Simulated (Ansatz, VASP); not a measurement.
W in VASP and in Ansatz

```
CELL_PARAMETERS angstrom
-1.22977 1.61912 1.61912
1.61912 -1.22977 1.61912
1.61912 1.61912 -1.22977
ATOMIC_POSITIONS crystal
W 0.00000 0.00000 0.00000
```

Alike in both runs: task single point; functional r2SCAN; k mesh 16 × 16 × 16; occupations gaussian, width 0.15 eV; no spin polarisation.

|  | VASP | Ansatz |
| --- | --- | --- |
| version | VASP 6.6.1 | Ansatz 0.2.0 |
| potentials or method | VASP PAW PBE potentials, release 64 (W_sv), cutoff 520 eV | scalar-relativistic, plane waves, PAW |
| valence electrons in the cell | 14 | 14 |

Ansatz gave:

| Item | Value |
| --- | --- |
| gap on the k mesh at the Fermi level (eV) | none |
| pressure (GPa) | 11.0 |
| traceless stress, the component that is largest in VASP (GPa) | -18.79 |

Problem. Estimate VASP's values.

Solution. gap on the k mesh at the Fermi level (eV): none; pressure (GPa): 12.5; traceless stress, the component that is largest in VASP (GPa): -18.94.

VASP's potentials were made for PBE, not for r2SCAN. A gap of «none» marks a metal or a gap that the smearing closes.

Spin-orbit coupling is off throughout.
